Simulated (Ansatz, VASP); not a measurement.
## Two plane-wave programs on GaN

Contents of INCAR:

```
SYSTEM = GaN
ALGO     = Normal         ! electronic algorithm
EDIFF    = 1E-6           ! SCF threshold, eV
ENCUT    = 520            ! plane-wave cutoff, eV
GGA      = PE             ! functional
ISIF     = 2              ! what is computed and relaxed
ISMEAR   = 0              ! smearing method
LASPH    = .True.         ! aspherical terms in the spheres
LCHARG   = .False.        ! write CHGCAR
LREAL    = .False.        ! projectors in reciprocal space
LWAVE    = .False.        ! write WAVECAR
NBANDS   = 26             ! bands
NELM     = 80             ! most SCF steps
PREC     = Accurate       ! precision mode
SIGMA    = 0.05           ! smearing width, eV
```

Contents of KPOINTS:

```
k-points
0
Gamma
  12 12 6
  0 0 0
```

File POSCAR:

```
GaN
1.0
    3.1701524782      0.0000000000      0.0000000000
   -1.5850762391      2.7454325800      0.0000000000
    0.0000000000      0.0000000000      5.3216758876
Ga N
2 2
Direct
    0.3333333333      0.6666666667      0.9991316867
    0.6666666667      0.3333333333      0.4991316867
    0.3333333333      0.6666666667      0.3758683133
    0.6666666667      0.3333333333      0.8758683133
```

Input for Ansatz:

```yaml
crystal:
  lattice:
    - [3.1701524782, 0.0, 0.0]
    - [-1.5850762391, 2.74543258, 0.0]
    - [0.0, 0.0, 5.3216758876]
  atoms:
    - { symbol: Ga, position: [0.3333333333, 0.6666666667, 0.9991316867] }
    - { symbol: Ga, position: [0.6666666667, 0.3333333333, 0.4991316867] }
    - { symbol: "N", position: [0.3333333333, 0.6666666667, 0.3758683133] }
    - { symbol: "N", position: [0.6666666667, 0.3333333333, 0.8758683133] }
basis:
  ecutwfc: 420
kpoints:
  mp_grid: { grid: [12, 12, 6] }
hamiltonian:
  xc: pbe
scf:
  occupations: { method: gaussian, width: 0.05 }
output:
  forces: true
  stress: true
  eigenvalues: true
```

Change from the starting cell: strain -0.015 along x and y, +0.015 along z, atoms carried along.

Alike in both runs: task single point; functional PBE; k mesh 12 × 12 × 6; occupations gaussian, width 0.05 eV; no spin polarisation.

|  | VASP | Ansatz |
| --- | --- | --- |
| version | VASP 6.6.1 | Ansatz 0.2.0 |
| potentials or method | VASP PAW PBE potentials, release 64 (Ga_d, N), cutoff 520 eV | scalar-relativistic, plane waves, PAW |
| valence electrons in the cell | 36 | 36 |

Ansatz gave:

* gap on the k mesh at the Fermi level (eV): 1.72
* least direct gap on the mesh (eV): 1.72
* pressure (GPa): 3.0
* traceless stress, the component that is largest in VASP (GPa): -7.13
* rms of the force components (eV/Å): 0.146

Question: Which values does VASP return?

Answer: gap on the k mesh at the Fermi level (eV): 1.73; least direct gap on the mesh (eV): 1.73; pressure (GPa): 3.1; traceless stress, the component that is largest in VASP (GPa): -7.10; rms of the force components (eV/Å): 0.143.

Atom by atom the forces differ by 0.003 eV/Å (rms over components). The functional is the same, so the differences come from potentials, cutoffs and numerics.
